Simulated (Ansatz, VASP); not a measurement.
# One calculation of SnPb2, two programs

```
Sn Pb
1.0
     7.04025    0.00000    0.00000
     0.00000    7.04025    0.00000
     0.00000    0.00000    4.81257
Sn Pb
2 4
Direct
  0.00000 0.00000 0.00000
  0.50000 0.50000 0.50000
  0.30490 0.30490 0.00000
  0.19510 0.80490 0.50000
  0.69510 0.69510 0.00000
  0.80490 0.19510 0.50000
```

Alike in both runs: functional PBE; k mesh 6 × 6 × 8; occupations gaussian, width 0.1 eV; no spin polarisation.

Ansatz relaxed the structure, and its values are those at the end. VASP's run is a single point on that final structure, the one shown.

|  | VASP | Ansatz |
| --- | --- | --- |
| version | VASP 6.6.1 | Ansatz 0.2.0 |
| potentials or method | VASP PAW PBE potentials, release 64 (Sn_d, Pb_d), cutoff 520 eV | scalar-relativistic, plane waves, PAW |
| valence electrons in the cell | 84 | 84 |

|  | VASP | Ansatz | Ansatz less VASP |
| --- | --- | --- | --- |
| gap on the k mesh at the Fermi level (eV) | none | none | - |
| pressure (GPa) | -0.1 | 0.0 | +0.05 |

A gap of «none» marks a metal or a gap that the smearing closes. With one functional, cell and mesh, what is left measures potentials, basis and numerics.

Spin-orbit coupling is off throughout.
